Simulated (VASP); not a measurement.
# Al3Ga13As3P13 (P1) in VASP: further runs

Al3Ga13As3P13 is run at these levels: PBEsol; tasks: single point, relaxation of volume and atoms at fixed shape.

All numbers are computed with VASP 6.6.1; they aren't measurements. Logs are shortened: lines on timing, memory, paths and dates and some standing lists are left out, and cuts for length are marked.

**1. The cell of the first run**

The typed cell holds 64 atoms: a = 10.970 Å, b = 10.970 Å, c = 10.970 Å, α = 90.00°, β = 90.00°, γ = 90.00°.

**2. Single point, PBEsol**

The input, INCAR:

```
SYSTEM = Al3Ga13As3P13
ALGO = Normal ; EDIFF = 1E-6
ENCUT = 500 ; GGA = PS
GGA_COMPAT = .FALSE. ; ISIF = 2
ISMEAR = -1 ; ISYM = -1
LASPH = .TRUE. ; LCHARG = .FALSE.
LREAL = Auto ; LWAVE = .FALSE.
NBANDS = 296 ; NELM = 120
PREC = Accurate ; SIGMA = 0.05
```

The input, KPOINTS:

```
explicit points
1
Reciprocal
  0.25000000   0.25000000   0.25000000 1
```

The input, POSCAR:

```
Al3Ga13As3P13
1.0
   10.9698926811      0.0000000000      0.0000000000
    0.0000000000     10.9698926811      0.0000000000
    0.0000000000      0.0000000000     10.9698926811
Ga Al P As
26 6 26 6
Direct
    0.9995920000      0.9997480000      0.0009050000
    0.9965300000      0.9967950000      0.4969410000
    0.0007840000      0.4997990000      0.4990950000
    0.5072800000      0.0002090000      0.0012920000
    0.5037830000      0.0030160000      0.4962630000
    0.4969400000      0.5024250000      0.0043840000
    0.2468060000      0.2536910000      0.0044980000
    0.2524070000      0.2528150000      0.4964800000
    0.2461550000      0.7463760000      0.4967140000
    0.7529070000      0.2463300000      0.0052270000
    0.7509310000      0.2496940000      0.4991690000
    0.7506330000      0.7500590000      0.0011620000
    0.7530800000      0.7532110000      0.4971860000
    0.2471660000      0.0029430000      0.2535000000
    0.2459890000      0.9964410000      0.7529570000
    0.2491350000      0.5000140000      0.2497100000
    0.2501220000      0.4994450000      0.7492990000
    0.7508110000      0.9998900000      0.2495650000
    0.7507480000      0.9995130000      0.7497420000
    0.7503160000      0.4988580000      0.2503070000
    0.9995440000      0.2498980000      0.2515720000
    0.9992310000      0.7499270000      0.7491430000
    0.5004860000      0.2498320000      0.2489430000
    0.5001810000      0.2501230000      0.7434560000
    0.5032940000      0.7472220000      0.2540520000
    0.5008040000      0.7493940000      0.7569040000
    0.9992360000      0.4994670000      0.0005840000
    0.4965300000      0.4966480000      0.4955940000
    0.2450970000      0.7457490000      0.9974470000
    0.7571670000      0.5007830000      0.7495690000
    0.9966360000      0.2525960000      0.7535320000
    0.9991570000      0.7486920000      0.2485600000
    0.1229620000      0.1255970000      0.1265280000
    0.1234870000      0.6229110000      0.1255100000
    0.1237910000      0.6238770000      0.6250020000
    0.6264730000      0.1246370000      0.1275120000
    0.6270660000      0.1247620000      0.6234130000
    0.6260600000      0.6246010000      0.1265190000
    0.3741720000      0.3754970000      0.1273140000
    0.3738360000      0.3753900000      0.6233320000
    0.8757270000      0.3743040000      0.1267080000
    0.8765560000      0.3748140000      0.6230840000
    0.8748980000      0.8751770000      0.1251120000
    0.8749600000      0.8746570000      0.6247040000
    0.3759580000      0.1264340000      0.3739440000
    0.3731580000      0.6236560000      0.3735980000
    0.3735030000      0.6233460000      0.8757590000
    0.8742470000      0.1242850000      0.3742970000
    0.8744180000      0.1237790000      0.8767820000
    0.8752760000      0.6243930000      0.3746300000
    0.8766030000      0.6265310000      0.8764780000
    0.1250420000      0.3755170000      0.3738440000
    0.1245050000      0.3763630000      0.8757730000
    0.1225990000      0.8737550000      0.3738360000
    0.1214980000      0.8733830000      0.8757630000
    0.6253270000      0.3733500000      0.3738450000
    0.6271320000      0.8758560000      0.3737210000
    0.6277530000      0.8746620000      0.8760110000
    0.1231290000      0.1256010000      0.6237110000
    0.6251780000      0.6245700000      0.6234150000
    0.3746130000      0.8735820000      0.1253960000
    0.3753600000      0.8737600000      0.6239530000
    0.3748520000      0.1256560000      0.8763260000
    0.6261980000      0.3748070000      0.8766790000
```

Potentials or basis: VASP PAW PBE potentials, release 64 (Ga_d, Al, P, As).

On the command line:

```console
cat potpaw_PBE.64/Ga_d/POTCAR potpaw_PBE.64/Al/POTCAR potpaw_PBE.64/P/POTCAR potpaw_PBE.64/As/POTCAR > POTCAR
mpirun -np 1 vasp_std > vasp.out
```

OUTCAR:

```text
SYSTEM = Al3Ga13As3P13
   EDIFF = 1E-6
   ENCUT = 500
   GGA = PS
   ISIF = 2
   ISMEAR = -1
   ISYM = -1
   LASPH = .TRUE.
   LREAL = Auto
   NELM = 120
   PREC = Accurate

 ion  position               nearest neighbor table
   1  1.000  1.000  0.001-  49 2.36  55 2.37  43 2.37  33 2.37
   2  0.997  0.997  0.497-  44 2.35  54 2.36  48 2.36  59 2.42
   3  0.001  0.500  0.499-  35 2.36  42 2.36  52 2.37  50 2.37
   4  0.507  0.000  0.001-  36 2.34  58 2.35  63 2.43  61 2.43
   5  0.504  0.003  0.496-  37 2.36  57 2.36  45 2.37  62 2.44
   6  0.497  0.502  0.004-  39 2.36  47 2.36  38 2.37  64 2.44
[... 56 lines left out ...]
  63  0.375  0.126  0.876-  15 2.42  24 2.42   4 2.43   7 2.43
  64  0.626  0.375  0.877-  10 2.43  24 2.43  30 2.43   6 2.44

IMPORTANT INFORMATION: All symmetrisations will be switched off!
NOSYMM: (Re-)initialisation of all symmetry stuff for point group C_1.

----------------------------------------------------------------------------------------

                                     Primitive cell

  volume of cell :    1320.1009

  direct lattice vectors                    reciprocal lattice vectors
    10.969892681  0.000000000  0.000000000     0.091158595  0.000000000  0.000000000
     0.000000000 10.969892681  0.000000000     0.000000000  0.091158595  0.000000000
     0.000000000  0.000000000 10.969892681     0.000000000  0.000000000  0.091158595

  length of vectors
    10.969892681 10.969892681 10.969892681     0.091158595  0.091158595  0.091158595

  position of ions in fractional coordinates (direct lattice)
     0.999592000  0.999748000  0.000905000
     0.996530000  0.996795000  0.496941000
     0.000784000  0.499799000  0.499095000
     0.507280000  0.000209000  0.001292000
     0.503783000  0.003016000  0.496263000
     0.496940000  0.502425000  0.004384000
[... 56 lines left out ...]
     0.374852000  0.125656000  0.876326000
     0.626198000  0.374807000  0.876679000

  ion indices of the primitive-cell ions
   primitive index   ion index
                 1           1
                 2           2
                 3           3
                 4           4
                 5           5
                 6           6
[... 56 lines left out ...]
                63          63
                64          64

----------------------------------------------------------------------------------------

 KPOINTS: explicit points

Read explicit list of k-points.

 Found      1 k-points:

 Following reciprocal coordinates:
            Coordinates               Weight
  0.250000  0.250000  0.250000      1.000000
   k-points           NKPTS =      1   k-points in BZ     NKDIM =      1   number of bands    NBANDS=    296
   number of dos      NEDOS =    301   number of ions     NIONS =     64
   total plane-waves  NPLWV = 512000
   dimension x,y,z NGX =    80 NGY =   80 NGZ =   80
   dimension x,y,z NGXF=   160 NGYF=  160 NGZF=  160
   ions per type =              26   6  26   6
   NGX,Y,Z   is equivalent  to a cutoff of  12.12, 12.12, 12.12 a.u.
   NGXF,Y,Z  is equivalent  to a cutoff of  24.25, 24.25, 24.25 a.u.
 SYSTEM =  Al3Ga13As3P13
   PREC   = accura    normal or accurate (medium, high low for compatibility)
   ISTART =      0    job   : 0-new  1-cont  2-samecut
   ICHARG =      2    charge: 1-file 2-atom 10-const
   ISPIN  =      1    spin polarized calculation?
   LNONCOLLINEAR =      F non collinear calculations
   LSORBIT =      F    spin-orbit coupling
   LASPH  =      T    aspherical Exc in radial PAW
   ENCUT  =  500.0 eV  36.75 Ry    6.06 a.u.  20.00 20.00 20.00*2*pi/ulx,y,z
   NELM   =    120;   NELMIN=  2; NELMDL= -5     # of ELM steps
   EDIFF  = 0.1E-05   stopping-criterion for ELM
   LREAL  =      T    real-space projection
   EDIFFG = 0.1E-04   stopping-criterion for IOM
   NSW    =      0    number of steps for IOM
   IBRION =     -1    ionic relax: 0-MD 1-quasi-New 2-CG
   NFREE  =      0    steps in history (QN), initial steepest desc. (CG)
   ISIF   =      2    stress and relaxation
   ISYM   =     -1    0-nonsym 1-usesym 2-fastsym
   POTIM  = 0.5000    time-step for ionic-motion
   TEBEG  =    0.0;   TEEND  =   0.0 temperature during run
   PSTRESS=    0.0 pullay stress
   NELECT =     516.0000    total number of electrons
   NUPDOWN=      -1.0000    fix difference up-down
   EMIN   =  10.00;   EMAX   =-10.00  energy-range for DOS
   EFERMI =   0.00;   METHOD = LEGACY
   ISMEAR =    -1;   SIGMA  =   0.05  broadening in eV -4-tet -1-fermi 0-gaus
   EFERMI_NEDOS =   21; number of points for ismear=-14 and -15
   IALGO  =     38    algorithm
   IMIX   =      4    mixing-type and parameters
     AMIX     =   0.40;   BMIX     =  1.00
     AMIX_MAG =   1.60;   BMIX_MAG =  1.00
  volume/ion in A,a.u.               =      20.63       139.20
  Fermi-wavevector in a.u.,A,eV,Ry     =   1.196986  2.261975 19.494089  1.432775
  Thomas-Fermi vector in A             =   2.332912
   LORBIT       =      0    0 simple, 1 ext, 2 COOP (PROOUT), +10 PAW based schemes
   GGA     = PS    functional components
   LHFCALC =     F    Hartree Fock is set to
   AEXX    =    0.0000 exact exchange contribution
   IVDW    =     0    specifies the selected vdW correction
   LEPSILON=     F    determine dielectric tensor
   LRPA    =     F    only Hartree local field effects (RPA)
 non-spin polarized calculation
  energy-cutoff  :      500.00
  volume of cell :     1320.10
 maximum number of plane-waves:     33512
 NGX is ok and might be reduce to    80
   NGX = 41   NGY = 41   NGZ = 41

 number of electron     516.0000185 magnetization

 Free energy of the ion-electron system (eV)
  ---------------------------------------------------
  ext. energy  EPLUGINS =         0.00000000
  ---------------------------------------------------
  free energy    TOTEN  =      -318.47146078 eV

  energy without entropy =     -318.47146073  energy(sigma->0) =     -318.47146076

 E-fermi :   5.1844     XC(G=0):  -9.8673

 val. band max:        4.2508939210   @ k =   0.2500   0.2500   0.2500
 cond. band min:       6.1155339585   @ k =   0.2500   0.2500   0.2500
 fundamental gap:      1.8646400375
 Fermi energy:         5.1843654670

 k-point     1 :       0.2500    0.2500    0.2500
  band No.  band energies     occupation
      1     -10.1967      2.00000
      2     -10.1910      2.00000
      3     -10.1875      2.00000
      4     -10.1829      2.00000
      5     -10.1819      2.00000
      6     -10.1788      2.00000
[... 262 lines left out ...]
    269       6.9983      0.00000
    270       7.0240      0.00000
 [bands above 270 left out]

------------------------ aborting loop because EDIFF is reached ----------------------------------------

  FORCE on cell =-STRESS in cart. coord.  units (eV):
  Direction    XX          YY          ZZ          XY          YZ          ZX
  --------------------------------------------------------------------------------------
  -------------------------------------------------------------------------------------
  Total       -0.0853107     -0.1326016      0.0133271     -6.0403336     -5.9032437     -5.9807381
  in kB       -0.1035397     -0.1609357      0.0161748     -7.3310194     -7.1646364     -7.2586897
  external PRESSURE =      -0.0827669 kB  Pullay stress =       0.0000000 kB

 VOLUME and BASIS-vectors are now :
 -----------------------------------------------------------------------------
  energy-cutoff  :      500.00
  volume of cell :     1320.10
      direct lattice vectors                 reciprocal lattice vectors
    10.969892681  0.000000000  0.000000000     0.091158595  0.000000000  0.000000000
     0.000000000 10.969892681  0.000000000     0.000000000  0.091158595  0.000000000
     0.000000000  0.000000000 10.969892681     0.000000000  0.000000000  0.091158595

 POSITION                                       TOTAL-FORCE (eV/Angst)
 -----------------------------------------------------------------------------------
     10.96542     10.96713      0.00993         0.008901     -0.005323      0.000083
     10.93183     10.93473      5.45139        -0.008809     -0.011273     -0.009887
      0.00860      5.48274      5.47502        -0.005457     -0.013294      0.011637
      5.56481      0.00229      0.01417         0.017287      0.011031      0.010496
      5.52645      0.03309      5.44395         0.003879     -0.005738      0.012005
      5.45138      5.51155      0.04809        -0.011853      0.012496      0.009510
[... 56 lines left out ...]
      4.11209      1.37843      9.61320         0.013511      0.012388      0.000412
      6.86932      4.11159      9.61707         0.004729     -0.005207      0.013448
 -----------------------------------------------------------------------------------
    total drift:                               -0.002339     -0.016542     -0.000710

  FREE ENERGIE OF THE ION-ELECTRON SYSTEM (eV)
  ---------------------------------------------------
  free  energy   TOTEN  =      -318.4714607847 eV

  energy  without entropy=     -318.4714607294  energy(sigma->0) =     -318.47146076
```

Run time: 13 min. Hardware: 1 thread of Intel Xeon Platinum 8259CL at 2.50GHz (Skylake/Cascade Lake), shared host; peak memory 1.1 GiB.

What came out:

| Item | Value |
| --- | --- |
| Free energy | -318.4715 eV |
| Pressure | 0.0 GPa |
| Largest force | 0.040 eV/Å |
| Band gap on the k mesh | 1.86 eV |

Forces on the atoms (eV/Å):
```
Ga   0.009 -0.005  0.000
Ga  -0.009 -0.011 -0.010
Ga  -0.005 -0.013  0.012
Ga   0.017  0.011  0.010
Ga   0.004 -0.006  0.012
Ga  -0.012  0.012  0.010
Ga   0.001 -0.001  0.011
Ga   0.007  0.008  0.014
Ga   0.007  0.008  0.002
Ga  -0.005 -0.012  0.009
Ga   0.006  0.002  0.009
Ga  -0.004  0.000 -0.001
Ga   0.002  0.018 -0.010
Ga  -0.004  0.009  0.008
Ga  -0.014 -0.003  0.019
Ga   0.013 -0.006 -0.001
Ga  -0.002  0.002  0.003
Ga  -0.008  0.014  0.004
Ga  -0.009 -0.003  0.007
Ga   0.000  0.007  0.011
Ga  -0.006  0.002 -0.004
Ga   0.013  0.021  0.017
Ga  -0.006 -0.014  0.002
Ga  -0.008  0.000 -0.010
Ga   0.001 -0.013  0.011
Ga  -0.004  0.006  0.006
Al   0.006  0.011  0.004
Al  -0.024 -0.002  0.001
Al  -0.011 -0.007 -0.013
Al   0.007 -0.006  0.008
Al  -0.007  0.005 -0.008
Al   0.006  0.019  0.017
P   -0.012  0.012 -0.003
P    0.004 -0.022 -0.005
P    0.007 -0.010 -0.004
P    0.012 -0.011 -0.003
P    0.021  0.002 -0.021
P    0.009 -0.004 -0.008
P   -0.017  0.015  0.006
P   -0.016 -0.001 -0.012
P    0.003 -0.003  0.006
P    0.008  0.003 -0.031
P   -0.012  0.003 -0.002
P   -0.004  0.003  0.001
P    0.014  0.025 -0.027
P   -0.003 -0.012 -0.007
P   -0.011 -0.016  0.014
P   -0.008 -0.002 -0.005
P   -0.006 -0.017  0.017
P    0.005 -0.008 -0.013
P    0.011  0.014  0.001
P   -0.003  0.008  0.001
P    0.013  0.019  0.010
P   -0.008 -0.008 -0.010
P   -0.026 -0.014 -0.011
P    0.011 -0.020 -0.022
P    0.008 -0.003  0.008
P    0.026  0.002  0.003
As  -0.009  0.005 -0.014
As  -0.001  0.012 -0.020
As   0.001 -0.009  0.007
As   0.001 -0.023 -0.020
As   0.014  0.012  0.000
As   0.005 -0.005  0.013
```

Levels at points of the mesh, in eV from the valence-band top:
```csv
k point,band 255,band 256,band 257,band 258,band 259,band 260,band 261,band 262
"(0.25, 0.25, 0.25)",-0.44,-0.41,-0.01,0.00,1.86,1.91,1.95,1.98
```

Caveat: the PAW data sets were made with another functional, which shifts forces and pressure a little; a shifted mesh leaves out Γ, where band edges can lie.

(Part 1 of 2 ends here.)
